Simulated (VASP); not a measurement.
## BAs2: single point with PBE

Crystal: BAs2.

```
CELL_PARAMETERS angstrom
3.11321 0.00000 0.00000
0.00000 3.07511 0.00000
0.00000 0.00000 4.90045
ATOMIC_POSITIONS crystal
B 0.50000 0.50000 0.50000
As 0.00000 0.00000 0.50000
As 0.50000 0.00000 0.00000
```

The cell was built from a structure type or drawn by symmetry, and may not be a known phase.

```yaml
Program: VASP 6.6.1
Task: single point
Functional: PBE
Potentials_or_basis: VASP PAW PBE potentials, release 64 (B, As)
Cutoff: 520 eV
k_mesh: 4 × 4 × 4
Occupations: gaussian, width 0.1 eV
Spin: no spin polarisation
Dipole_correction: no
Further_INCAR_settings: ALGO = Normal; EDIFF = 1e-06; NBANDS = 14
```

- Pressure: 0.2 GPa
- Band gap on the k mesh: zero (an odd number of electrons rules out a gap without spin polarisation)

Stress tensor (GPa, compression positive):
```
 0.37  0.00  0.00
 0.00  0.34  0.00
 0.00  0.00 -0.13
```

Levels at points of the mesh, in eV from the Fermi level:
```
           k point  band 4  band 5  band 6  band 7  band 8  band 9
(0.00, 0.00, 0.00)   -2.85   -2.54    0.41    2.92    3.32    4.47
(0.50, 0.00, 0.00)   -4.04   -3.68   -2.62    0.74    2.03    4.36
(0.00, 0.50, 0.00)   -4.79   -3.35   -1.39    0.86    1.12    3.47
(0.50, 0.50, 0.00)   -6.17   -5.63   -1.89   -1.30   -1.13   -0.97
(0.00, 0.00, 0.50)   -2.34   -2.25   -0.94    0.67    2.04    2.45
(0.50, 0.00, 0.50)   -6.05    1.06    1.07    1.10    2.10    2.20
(0.00, 0.50, 0.50)   -5.33    0.49    0.73    1.15    1.55    2.35
(0.50, 0.50, 0.50)   -7.01   -5.55   -4.44   -3.69    2.32    2.55
```

Wall time 10 s on 1 thread of Intel(R) Xeon(R) Platinum 8259CL CPU @ 2.50GHz (Skylake/Cascade Lake), on a shared host, peak memory 0.15 GiB.

Caveat: the k points lie up to 0.51 Å⁻¹ apart, too coarse for converged energies and pressures of a metal.
